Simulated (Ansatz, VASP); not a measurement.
## Hg in VASP and in Ansatz

The input POSCAR:

```
Hg
1.0
    0.0000000000      2.3762152323      2.3762152323
    2.3762152323      0.0000000000      2.3762152323
    2.3762152323      2.3762152323      0.0000000000
Hg
1
Direct
    0.0000000000      0.0000000000      0.0000000000
```

File INCAR.step1:

```
SYSTEM = Hg
PREC     = Accurate       ! precision mode
ENCUT    = 520            ! plane-wave cutoff, eV
ISMEAR   = 0              ! smearing method
SIGMA    = 0.05           ! smearing width, eV
LREAL    = .False.        ! projectors in reciprocal space
LASPH    = .True.         ! aspherical terms in the spheres
NELM     = 80             ! most SCF steps
NBANDS   = 12             ! bands
GGA      = PE             ! functional
ALGO     = Normal         ! electronic algorithm
EDIFF    = 1E-4           ! SCF threshold, eV
LWAVE    = .True.         ! write WAVECAR
LCHARG   = .False.        ! write CHGCAR
```

Contents of INCAR.step2:

```
SYSTEM = Hg
PREC     = Accurate       ! precision mode
ENCUT    = 520            ! plane-wave cutoff, eV
EDIFF    = 1E-6           ! SCF threshold, eV
ISMEAR   = 0              ! smearing method
SIGMA    = 0.05           ! smearing width, eV
LREAL    = .False.        ! projectors in reciprocal space
LASPH    = .True.         ! aspherical terms in the spheres
NELM     = 80             ! most SCF steps
ALGO     = Normal         ! electronic algorithm
ISIF     = 2              ! what is computed and relaxed
LWAVE    = .False.        ! write WAVECAR
LCHARG   = .False.        ! write CHGCAR
METAGGA  = R2SCAN         ! meta-GGA
LMIXTAU  = .True.       
NBANDS   = 12             ! bands
ISTART   = 1
```

KPOINTS

```
Automatic mesh
0
Gamma
  14 14 14
  0 0 0
```

Input for Ansatz:

```yaml
crystal:
  lattice:
    - [0.0, 2.3762152323, 2.3762152323]
    - [2.3762152323, 0.0, 2.3762152323]
    - [2.3762152323, 2.3762152323, 0.0]
  atoms:
    - { symbol: Hg, position: [0.0, 0.0, 0.0] }
basis:
  ecutwfc: 500
  ecutrho_ratio: 4
kpoints:
  mp_grid: { grid: [14, 14, 14] }
  band_path:
    path:
      - [[0.0, 0.0, 0.0], [0.5, 0.0, 0.5], [0.625, 0.25, 0.625]]
      - [[0.375, 0.375, 0.75], [0.0, 0.0, 0.0], [0.5, 0.5, 0.5], [0.5, 0.25, 0.75], [0.5, 0.0, 0.5]]
    npoints: 14
hamiltonian:
  xc: r2scan
scf:
  occupations: { method: gaussian, width: 0.05 }
  n_extra_bands: 10
output:
  forces: true
  stress: true
  eigenvalues: true
  populations: true
  dos: { projected: true, de: 0.02, nscf_kmesh: { grid: [21, 21, 21] } }
  bader: true
```

Alike in both runs: task single point; functional r2SCAN; k mesh 14 × 14 × 14; occupations gaussian, width 0.05 eV; no spin polarisation.

|  | VASP | Ansatz |
| --- | --- | --- |
| version | VASP 6.6.1 | Ansatz 0.2.0 |
| potentials or method | VASP PAW PBE potentials, release 64 (Hg), cutoff 520 eV | scalar-relativistic, plane waves, PAW |
| valence electrons in the cell | 12 | 20 |

Ansatz gave:

```
gap on the k mesh at the Fermi level (eV) : none
pressure (GPa)                            : 0.0
```

Task: Which values does VASP return?

Result: gap on the k mesh at the Fermi level (eV): none; pressure (GPa): 0.2.

VASP's potentials were made for PBE, not for r2SCAN. A gap of «none» marks a metal or a gap that the smearing closes. With one functional, cell and mesh, what is left measures potentials, basis and numerics. VASP's potentials hold 12 valence electrons a cell and Ansatz's 20, so a difference there can come from the potentials and not from the codes.

Spin-orbit coupling is off throughout.
